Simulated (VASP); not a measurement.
# HfN (P6_3/mmc) in VASP: further runs

HfN is run at these levels: r2SCAN; tasks: single point.

Everything below comes from runs of VASP 6.6.1. Logs are shortened: lines on timing, memory, paths and dates and some standing lists are left out, and cuts for length are marked.

## Step 1: The cell of the first run

Symmetry: P6_3/mmc, No. 194, hexagonal system. Conventional cell: a = 3.134 Å, b = 3.134 Å, c = 5.417 Å, α = 90.00°, β = 90.00°, γ = 120.00°. Hf (site symmetry -6m2) has 6 N at 2.26 Å within 3.0 Å. Within 3.0 Å of N (site symmetry -3m) lie 6 Hf at 2.26 Å and 2 N at 2.71 Å.

## Step 2: Single point, r2SCAN

The input, POSCAR:

```
HfN
1.0
    3.1339080219      0.0000000000      0.0000000000
   -1.5669540110      2.7140439601      0.0000000000
    0.0000000000      0.0000000000      5.4167677200
Hf N
2 2
Direct
    0.3333333333      0.6666666667      0.2500000000
    0.6666666667      0.3333333333      0.7500000000
    0.0000000000      0.0000000000      0.5000000000
    0.0000000000      0.0000000000      0.0000000000
```

The input, INCAR.step1:

```
ALGO = Normal ; EDIFF = 1E-4
ENCUT = 520 ; GGA = PE
ISMEAR = 1 ; LASPH = True
LCHARG = False ; LREAL = False
LWAVE = True ; NBANDS = 23
NELM = 80 ; PREC = Accurate
SIGMA = 0.1
```

The input, INCAR.step2:

```
ALGO = Normal ; EDIFF = 1E-6
ENCUT = 520 ; ISIF = 2
ISMEAR = 1 ; ISTART = 1
LASPH = True ; LCHARG = False
LMIXTAU = True ; LREAL = False
LWAVE = False ; METAGGA = R2SCAN
NBANDS = 23 ; NELM = 80
PREC = Accurate ; SIGMA = 0.1
```

The input, KPOINTS:

```
k-points
0
Gamma
  8 8 4
```

Potentials or basis: VASP PAW PBE potentials, release 64 (Hf_pv, N).

The run is started by

```console
> cat potpaw_PBE.64/Hf_pv/POTCAR potpaw_PBE.64/N/POTCAR > POTCAR
> cp INCAR.step1 INCAR
> mpirun -np 1 vasp_std > vasp.out
> cp INCAR.step2 INCAR
> mpirun -np 1 vasp_std > vasp.out
```

OUTCAR:

```text
EDIFF = 1E-6
   ENCUT = 520
   ISIF = 2
   ISMEAR = 1
   ISTART = 1
   LASPH = True
   LREAL = False
   METAGGA = R2SCAN
   NELM = 80
   PREC = Accurate

 ion  position               nearest neighbor table
   1  0.333  0.667  0.250-   3 2.26   4 2.26   3 2.26   4 2.26   3 2.26   4 2.26   2 3.26   2 3.26
                             2 3.26   2 3.26   2 3.26   2 3.26
   2  0.667  0.333  0.750-   3 2.26   4 2.26   3 2.26   4 2.26   3 2.26   4 2.26   1 3.26   1 3.26
                             1 3.26   1 3.26   1 3.26   1 3.26
   3  0.000  0.000  0.500-   1 2.26   2 2.26   2 2.26   1 2.26   2 2.26   1 2.26
   4  0.000  0.000  0.000-   1 2.26   2 2.26   2 2.26   1 2.26   2 2.26   1 2.26

  LATTYP: Found a hexagonal cell.
 ALAT       =     3.1339080219
 C/A-ratio  =     1.7284386402

  Lattice vectors:

 A1 = (   3.1339080219,   0.0000000000,   0.0000000000)
 A2 = (  -1.5669540110,   2.7140439601,   0.0000000000)
 A3 = (   0.0000000000,   0.0000000000,   5.4167677200)

Analysis of symmetry for initial positions (statically):
=====================================================================
 Subroutine PRICEL returns:
 Original cell was already a primitive cell.

 Routine SETGRP: Setting up the symmetry group for a
 hexagonal supercell.

 Subroutine GETGRP returns: Found 24 space group operations
 (whereof 12 operations were pure point group operations)
 out of a pool of 24 trial point group operations.

The static configuration has the point symmetry D_3d.
 The point group associated with its full space group is D_6h.

Analysis of symmetry for dynamics (positions and initial velocities):
=====================================================================
 Subroutine PRICEL returns:
 Original cell was already a primitive cell.

 Routine SETGRP: Setting up the symmetry group for a
 hexagonal supercell.

 Subroutine GETGRP returns: Found 24 space group operations
 (whereof 12 operations were pure point group operations)
 out of a pool of 24 trial point group operations.

The dynamic configuration has the point symmetry D_3d.
 The point group associated with its full space group is D_6h.

 Subroutine INISYM returns: Found 24 space group operations
 (whereof 12 operations are pure point group operations),
 and found     1 'primitive' translations

----------------------------------------------------------------------------------------

                                     Primitive cell

  volume of cell :      46.0727

  direct lattice vectors                    reciprocal lattice vectors
     3.133908022  0.000000000  0.000000000     0.319090411  0.184226935  0.000000000
    -1.566954011  2.714043960  0.000000000     0.000000000  0.368453870  0.000000000
     0.000000000  0.000000000  5.416767720     0.000000000  0.000000000  0.184611940

  length of vectors
     3.133908022  3.133908022  5.416767720     0.368453870  0.368453870  0.184611940

  position of ions in fractional coordinates (direct lattice)
     0.333333333  0.666666667  0.250000000
     0.666666667  0.333333333  0.750000000
     0.000000000  0.000000000  0.500000000
     0.000000000  0.000000000  0.000000000

  ion indices of the primitive-cell ions
   primitive index   ion index
                 1           1
                 2           2
                 3           3
                 4           4

----------------------------------------------------------------------------------------

 KPOINTS: k-points

Automatic generation of k-mesh.
 Grid dimensions read from file:
 generate k-points for:    8    8    4

 Generating k-lattice:

  Cartesian coordinates                     Fractional coordinates (reciprocal lattice)
     0.039886301  0.023028367  0.000000000     0.125000000  0.000000000  0.000000000
     0.000000000  0.046056734  0.000000000     0.000000000  0.125000000  0.000000000
     0.000000000  0.000000000  0.046152985     0.000000000  0.000000000  0.250000000

  Length of vectors
     0.046056734  0.046056734  0.046152985

  Shift w.r.t. Gamma in fractional coordinates (k-lattice)
     0.000000000  0.000000000  0.000000000

 Subroutine IBZKPT returns following result:
 ===========================================

 Found     30 irreducible k-points:

 Following reciprocal coordinates:
            Coordinates               Weight
  0.000000  0.000000  0.000000      1.000000
  0.125000  0.000000  0.000000      6.000000
  0.250000  0.000000  0.000000      6.000000
  0.375000  0.000000  0.000000      6.000000
  0.500000  0.000000  0.000000      3.000000
  0.125000  0.125000  0.000000      6.000000
[... 16 lines left out ...]
  0.250000  0.000000  0.500000      6.000000
  0.375000  0.000000  0.500000      6.000000
 [... further k-points ...]
   k-points           NKPTS =     30   k-points in BZ     NKDIM =     30   number of bands    NBANDS=     23
   number of dos      NEDOS =    301   number of ions     NIONS =      4
   total plane-waves  NPLWV =  23040
   dimension x,y,z NGX =    24 NGY =   24 NGZ =   40
   dimension x,y,z NGXF=    48 NGYF=   48 NGZF=   80
   ions per type =               2   2
   NGX,Y,Z   is equivalent  to a cutoff of  12.73, 12.73, 12.28 a.u.
   NGXF,Y,Z  is equivalent  to a cutoff of  25.46, 25.46, 24.55 a.u.
 SYSTEM =  unknown system
   PREC   = accura    normal or accurate (medium, high low for compatibility)
   ISTART =      1    job   : 0-new  1-cont  2-samecut
   ICHARG =      0    charge: 1-file 2-atom 10-const
   ISPIN  =      1    spin polarized calculation?
   LNONCOLLINEAR =      F non collinear calculations
   LSORBIT =      F    spin-orbit coupling
   LASPH  =      T    aspherical Exc in radial PAW
   ENCUT  =  520.0 eV  38.22 Ry    6.18 a.u.   5.83  5.83 10.07*2*pi/ulx,y,z
   NELM   =     80;   NELMIN=  2; NELMDL=  0     # of ELM steps
   EDIFF  = 0.1E-05   stopping-criterion for ELM
   LREAL  =      F    real-space projection
   EDIFFG = 0.1E-04   stopping-criterion for IOM
   NSW    =      0    number of steps for IOM
   IBRION =     -1    ionic relax: 0-MD 1-quasi-New 2-CG
   NFREE  =      0    steps in history (QN), initial steepest desc. (CG)
   ISIF   =      2    stress and relaxation
   ISYM   =      2    0-nonsym 1-usesym 2-fastsym
   POTIM  = 0.5000    time-step for ionic-motion
   TEBEG  =    0.0;   TEEND  =   0.0 temperature during run
   PSTRESS=    0.0 pullay stress
   NELECT =      30.0000    total number of electrons
   NUPDOWN=      -1.0000    fix difference up-down
   EMIN   =  10.00;   EMAX   =-10.00  energy-range for DOS
   EFERMI =   0.00;   METHOD = LEGACY
   ISMEAR =     1;   SIGMA  =   0.10  broadening in eV -4-tet -1-fermi 0-gaus
   EFERMI_NEDOS =   21; number of points for ismear=-14 and -15
   IALGO  =     38    algorithm
   IMIX   =      4    mixing-type and parameters
     AMIX     =   0.40;   BMIX     =  1.00
     AMIX_MAG =   1.60;   BMIX_MAG =  1.00
  volume/ion in A,a.u.               =      11.52        77.73
  Fermi-wavevector in a.u.,A,eV,Ry     =   1.418951  2.681429 27.394278  2.013423
  Thomas-Fermi vector in A             =   2.540023
   LORBIT       =      0    0 simple, 1 ext, 2 COOP (PROOUT), +10 PAW based schemes
   METAGGA = R2SCAN    functional components
   LHFCALC =     F    Hartree Fock is set to
   AEXX    =    0.0000 exact exchange contribution
   IVDW    =     0    specifies the selected vdW correction
   LEPSILON=     F    determine dielectric tensor
   LRPA    =     F    only Hartree local field effects (RPA)
 non-spin polarized calculation
 Methfessel and Paxton  Order N= 1 SIGMA  =   0.10
  energy-cutoff  :      520.00
  volume of cell :       46.07
 maximum number of plane-waves:      1275
 NGX is ok and might be reduce to    24
   NGX = 11   NGY = 11   NGZ = 21

 number of electron      30.0000001 magnetization

 Free energy of the ion-electron system (eV)
  ---------------------------------------------------
  ext. energy  EPLUGINS =         0.00000000
  ---------------------------------------------------
  free energy    TOTEN  =      -116.37550081 eV

  energy without entropy =     -116.37261330  energy(sigma->0) =     -116.37453830

 E-fermi :   7.7844     XC(G=0): -13.6115

 val. band max:        7.7658152561   @ k =   0.2500   0.0000   0.5000
 cond. band min:       7.7969490774   @ k =   0.2500   0.2500   0.5000
 fundamental gap:      0.0311338213
 Fermi energy:         7.7844061162

 k-point     1 :       0.0000    0.0000    0.0000
  band No.  band energies     occupation
      1     -25.0545      2.00000
      2     -24.1897      2.00000
      3     -24.0773      2.00000
      4     -24.0773      2.00000
      5     -24.0209      2.00000
      6     -24.0209      2.00000
[... 15 lines left out ...]
     22      13.8709      0.00000
     23      13.8709      0.00000

 k-point     2 :       0.1250    0.0000    0.0000
  band No.  band energies     occupation
      1     -24.9977      2.00000
      2     -24.2115      2.00000
      3     -24.1942      2.00000
      4     -24.1447      2.00000
      5     -24.1179      2.00000
      6     -24.0332      2.00000
[... 15 lines left out ...]
     22      13.3239      0.00000
     23      13.8085      0.00000

 k-point     3 :       0.2500    0.0000    0.0000
  band No.  band energies     occupation
      1     -24.8486      2.00000
      2     -24.5392      2.00000
      3     -24.4141      2.00000
      4     -24.2153      2.00000
      5     -24.2034      2.00000
      6     -24.0742      2.00000
[... 15 lines left out ...]
     22      13.3932      0.00000
     23      13.6165      0.00000
[... 495 lines left out ...]
 k-point    23 :       0.2500    0.0000    0.5000
  band No.  band energies     occupation
      1     -24.6775      2.00000
      2     -24.6775      2.00000
      3     -24.3357      2.00000
      4     -24.3357      2.00000
      5     -24.1393      2.00000
      6     -24.1393      2.00000
[... 15 lines left out ...]
     22      13.3326      0.00000
     23      14.5985      0.00000

 k-point    24 :       0.3750    0.0000    0.5000
  band No.  band energies     occupation
      1     -24.8592      2.00000
      2     -24.8592      2.00000
      3     -24.3632      2.00000
      4     -24.3632      2.00000
      5     -24.2019      2.00000
      6     -24.2019      2.00000
[... 15 lines left out ...]
     22      13.6697      0.00000
     23      15.4435      0.00000

 [... further k-points ...]
[... 5 lines left out ...]
  --------------------------------------------------------------------------------------
  -------------------------------------------------------------------------------------
  Total        0.0920207      0.0920207     -0.1153107     -0.0000000      0.0000000      0.0000000
  in kB        3.2000207      3.2000207     -4.0099290     -0.0000000      0.0000000      0.0000000
  external PRESSURE =       0.7967041 kB  Pullay stress =       0.0000000 kB

 VOLUME and BASIS-vectors are now :
 -----------------------------------------------------------------------------
  energy-cutoff  :      520.00
  volume of cell :       46.07
      direct lattice vectors                 reciprocal lattice vectors
     3.133908022  0.000000000  0.000000000     0.319090411  0.184226935  0.000000000
    -1.566954011  2.714043960  0.000000000     0.000000000  0.368453870  0.000000000
     0.000000000  0.000000000  5.416767720     0.000000000  0.000000000  0.184611940

 POSITION                                       TOTAL-FORCE (eV/Angst)
 -----------------------------------------------------------------------------------
     -0.00000      1.80936      1.35419        -0.000000     -0.000000      0.000000
      1.56695      0.90468      4.06258         0.000000      0.000000      0.000000
      0.00000      0.00000      2.70838        -0.000000      0.000000      0.000000
      0.00000      0.00000      0.00000        -0.000000      0.000000      0.000000
 -----------------------------------------------------------------------------------
    total drift:                                0.000000     -0.000000      0.000000

  FREE ENERGIE OF THE ION-ELECTRON SYSTEM (eV)
  ---------------------------------------------------
  free  energy   TOTEN  =      -116.3755008065 eV

  energy  without entropy=     -116.3726132990  energy(sigma->0) =     -116.37453830
```

Wall time 44 s (1 thread of Intel Xeon 6975P-C (Granite Rapids), shared host); peak memory 0.18 GiB.

What came out:

```
Free energy            : -116.3755 eV
Pressure               : 0.1 GPa
Band gap on the k mesh : zero (band 15 reaches 9.94 eV, above the bottom of band 16 at 7.49 eV)
```

Stress tensor (GPa, compression positive):
```
 0.32  0.00  0.00
 0.00  0.32  0.00
 0.00  0.00 -0.40
```

Caveat: the PAW data sets were made with another functional, which shifts forces and pressure a little; spin-orbit coupling is left out, which moves the levels of the heavy elements.

## Step 3: Single point, r2SCAN

POSCAR is that of step 2.

The input, INCAR.step1:

```
SYSTEM = HfN
  PREC = Accurate
  ENCUT = 520
  ISMEAR = 1
  SIGMA = 0.1
  LREAL = .False.
  LASPH = .True.
  NELM = 80
  NBANDS = 23
  GGA = PE
  ALGO = Normal
  EDIFF = 1E-4
  LWAVE = .True.
  LCHARG = .False.
```

The input, INCAR.step2:

```
SYSTEM = HfN
  PREC = Accurate
  ENCUT = 520
  EDIFF = 1E-7
  ISMEAR = 1
  SIGMA = 0.1
  LREAL = .False.
  LASPH = .True.
  NELM = 80
  ALGO = Normal
  ISIF = 2
  LWAVE = .False.
  LCHARG = .False.
  METAGGA = R2SCAN
  LMIXTAU = .True.
  NBANDS = 23
  ISTART = 1
```

The input, KPOINTS:

```
Automatic mesh
0
Gamma
  8 8 4
  0 0 0
```

Potentials or basis: VASP PAW PBE potentials, release 64 (Hf_pv, N).

The run is started by

```console
> cat potpaw_PBE.64/Hf_pv/POTCAR potpaw_PBE.64/N/POTCAR > POTCAR
> cp INCAR.step1 INCAR
> mpirun -np 1 vasp_std > vasp.out
> cp INCAR.step2 INCAR
> mpirun -np 1 vasp_std > vasp.out
```

It took 56 s on 1 thread of Intel Xeon 6975P-C (Granite Rapids), shared host; peak memory 0.18 GiB.

Results (log left out):

```yaml
Free_energy: -116.3755 eV
Pressure: 0.1 GPa
Band_gap_on_the_k_mesh: zero (band 15 reaches 9.94 eV, above the bottom of band 16 at 7.49 eV)
```

Stress tensor (GPa, compression positive):
```
 0.32  0.00  0.00
 0.00  0.32  0.00
 0.00  0.00 -0.40
```

Levels at points of the mesh, in eV from the Fermi level:
| k point | band 12 | band 13 | band 14 | band 15 | band 16 | band 17 | band 18 | band 19 |
| --- | --- | --- | --- | --- | --- | --- | --- | --- |
| (0.00, 0.00, 0.00) | -3.72 | -3.72 | -1.82 | -0.28 | 1.05 | 1.05 | 1.38 | 2.23 |
| (0.50, 0.00, 0.00) | -5.62 | -3.40 | -2.71 | -2.54 | 2.66 | 3.11 | 4.84 | 4.98 |
| (0.00, 0.00, 0.50) | -4.50 | -4.50 | -4.50 | 2.16 | 2.16 | 3.25 | 3.25 | 3.25 |
| (0.50, 0.00, 0.50) | -5.57 | -4.62 | -4.62 | -0.16 | -0.16 | 5.12 | 5.12 | 5.17 |

Caveat: the PAW data sets were made with another functional, which shifts forces and pressure a little; spin-orbit coupling is left out, which moves the levels of the heavy elements.
